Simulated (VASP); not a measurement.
# HfC (P-6m2) in VASP: a series of runs, part 2 of 2

VASP 6.6.1. The steps go on from the part before.

## Step 3: Relaxation of cell and atoms, PBE

Contents of INCAR:

```
  PREC = Accurate
  ENCUT = 600
  EDIFF = 1E-6
  ISMEAR = 0
  SIGMA = 0.1
  LREAL = False
  LASPH = True
  NELM = 60
  ALGO = Normal
  ISIF = 3
  LWAVE = False
  LCHARG = False
  GGA = PE
  IBRION = 2
  NSW = 100
  EDIFFG = -0.01
```

Contents of KPOINTS:

```
Automatic mesh
0
Gamma
  18 18 18
```

Contents of POSCAR:

```
HfC
1.0
    3.2359550853      0.0000000000      0.0000000000
   -1.6179775426      2.8024193094      0.0000000000
    0.0000000000      0.0000000000      2.9132827347
Hf C
1 1
Direct
    0.3333333333      0.6666666667      0.0000000000
    0.6666666667      0.3333333333      0.5000000000
```

Potentials or basis: VASP PAW PBE potentials, release 64 (Hf_pv, C).

Command:

```
> cat potpaw_PBE.64/Hf_pv/POTCAR potpaw_PBE.64/C/POTCAR > POTCAR
> mpirun -np 1 vasp_std > vasp.out
```

OUTCAR:

```text
PREC = Accurate
   ENCUT = 600
   EDIFF = 1E-6
   ISMEAR = 0
   LREAL = False
   LASPH = True
   NELM = 60
   ISIF = 3
   GGA = PE
   IBRION = 2
   NSW = 100
   EDIFFG = -0.01

 ion  position               nearest neighbor table
   1  0.333  0.667  0.000-   2 2.37   2 2.37   2 2.37   2 2.37   2 2.37   2 2.37
   2  0.667  0.333  0.500-   1 2.37   1 2.37   1 2.37   1 2.37   1 2.37   1 2.37

  LATTYP: Found a hexagonal cell.
 ALAT       =     3.2359550853
 C/A-ratio  =     0.9002852814

  Lattice vectors:

 A1 = (   3.2359550853,   0.0000000000,   0.0000000000)
 A2 = (  -1.6179775426,   2.8024193094,   0.0000000000)
 A3 = (   0.0000000000,   0.0000000000,   2.9132827347)

Analysis of symmetry for initial positions (statically):
=====================================================================
 Subroutine PRICEL returns:
 Original cell was already a primitive cell.

 Routine SETGRP: Setting up the symmetry group for a
 hexagonal supercell.

 Subroutine GETGRP returns: Found 12 space group operations
 (whereof 12 operations were pure point group operations)
 out of a pool of 24 trial point group operations.

The static configuration has the point symmetry D_3h.

Analysis of symmetry for dynamics (positions and initial velocities):
=====================================================================
 Subroutine PRICEL returns:
[... 230 lines left out ...]

 number of electron      14.0000000 magnetization

 Free energy of the ion-electron system (eV)
  ---------------------------------------------------
  ext. energy  EPLUGINS =         0.00000000
  ---------------------------------------------------
  free energy    TOTEN  =       -19.51891445 eV

  energy without entropy =      -19.51797603  energy(sigma->0) =      -19.51844524

 E-fermi :   5.4683     XC(G=0): -12.0001

 val. band max:        5.4565534729   @ k =   0.2222   0.1667   0.0000
 cond. band min:       5.4865749995   @ k =   0.3333   0.0000   0.0556
 fundamental gap:      0.0300215266
 Fermi energy:         5.4682868007

 k-point     1 :       0.0000    0.0000    0.0000
  band No.  band energies     occupation
      1     -24.2649      2.00000
      2     -24.2649      2.00000
      3     -23.8507      2.00000
      4      -6.3973      2.00000
      5       3.9401      2.00000
      6       3.9401      2.00000
      7       4.3694      2.00000
      8       7.1801      0.00000
      9      10.4110      0.00000
     10      11.7734      0.00000
     11      11.7734      0.00000
[... 309 lines left out ...]
 k-point    24 :       0.3889    0.1111    0.0000
  band No.  band energies     occupation
      1     -24.8248      2.00000
      2     -24.4426      2.00000
      3     -23.7780      2.00000
      4      -3.8788      2.00000
      5       0.8344      2.00000
      6       4.2081      2.00000
      7       5.0908      2.00000
      8       6.2261      0.00000
      9      10.4668      0.00000
     10      10.5763      0.00000
     11      11.8403      0.00000

 [... further k-points ...]

------------------------ aborting loop because EDIFF is reached ----------------------------------------

  FORCE on cell =-STRESS in cart. coord.  units (eV):
  Direction    XX          YY          ZZ          XY          YZ          ZX
  --------------------------------------------------------------------------------------
  -------------------------------------------------------------------------------------
  Total       -0.0028320     -0.0028320      0.0085068     -0.0000000      0.0000000      0.0000000
  in kB       -0.1724841     -0.1724841      0.5181113     -0.0000000      0.0000000      0.0000000
  external PRESSURE =       0.0577144 kB  Pullay stress =       0.0000000 kB
[... 17 lines left out ...]
  FREE ENERGIE OF THE ION-ELECTRON SYSTEM (eV)
  ---------------------------------------------------
  free  energy   TOTEN  =       -19.5189144505 eV

  energy  without entropy=      -19.5179760306  energy(sigma->0) =      -19.51844524

 reached required accuracy - stopping structural energy minimisation
```

OSZICAR:

```text
N       E                     dE             d eps       ncg     rms          rms(c)
DAV:   1     0.287751355856E+02    0.28775E+02   -0.87000E+03  8156   0.136E+03
DAV:   2    -0.210851901836E+02   -0.49860E+02   -0.46997E+02 10229   0.233E+02
DAV:   3    -0.231593043494E+02   -0.20741E+01   -0.20616E+01 10207   0.360E+01
DAV:   4    -0.231830571291E+02   -0.23753E-01   -0.23730E-01  9791   0.416E+00
[... 22 lines left out ...]
DAV:   3    -0.195189203921E+02    0.47325E-03   -0.13886E-03  8749   0.328E-01    0.204E-01
DAV:   4    -0.195189211736E+02   -0.78150E-06   -0.19568E-05 11102   0.443E-02    0.186E-01
DAV:   5    -0.195189187877E+02    0.23859E-05   -0.37208E-05  9540   0.367E-02    0.186E-02
DAV:   6    -0.195189148451E+02    0.39426E-05   -0.16197E-05  9231   0.220E-02    0.190E-02
DAV:   7    -0.195189144505E+02    0.39462E-06   -0.53726E-07  4346   0.689E-03
   3 F= -.19518914E+02 E0= -.19518445E+02  d E =-.329480E-03
```

CONTCAR:

```text
HfC
   1.00000000000000
     3.2318727492232497   -0.0000000000000728   -0.0000000000000000
    -1.6159363745617510    2.7988839026506911    0.0000000000000000
    -0.0000000000000000    0.0000000000000000    2.9081305214688484
  Hf              C
     1     1
Direct
     0.3333333332999970    0.6666666667000030    1.0000000000000000
     0.6666666667000030    0.3333333332999970    0.5000000000000000

  0.00000000E+00  0.00000000E+00  0.00000000E+00
  0.00000000E+00  0.00000000E+00  0.00000000E+00
```

Wall time 3 min (1 thread of Intel Xeon Platinum 8259CL at 2.50GHz (Skylake/Cascade Lake), shared host); peak memory 0.29 GiB.

Results:

```
Free energy                           : -19.5189 eV
Relaxed volume                        : 13.15 Å³/atom
Relaxed cell                          : a = 3.232 Å, b = 3.232 Å, c = 2.908 Å, α = 90.00°, β = 90.00°, γ = 120.00°
Space group after relaxing (to 0.1 Å) : P-6m2 (No. 187)
Energy gained by relaxing             : 0.2 meV/atom
Ionic steps                           : 3
Pressure after relaxing               : 0.0 GPa
Band gap on the k mesh                : zero (bands 7 and 8 overlap by 0.02 eV)
```

Step by step:
```csv
step,energy change (eV),largest force (eV/Å),pressure (GPa),volume (Å³)
1,0.0000,0.0000,-0.90,26.42
2,0.0004,0.0000,1.35,26.14
3,-0.0003,0.0000,0.01,26.31
```

Final structure:
```xyz
2
Lattice="3.2319 0.0000 0.0000 -1.6159 2.7989 0.0000 0.0000 0.0000 2.9081" Properties=species:S:1:pos:R:3 pbc="T T T"
Hf    0.0000    1.8659    2.9081
C     1.6159    0.9330    1.4541
```

Caveat: spin-orbit coupling is left out, which moves the levels of the heavy elements.
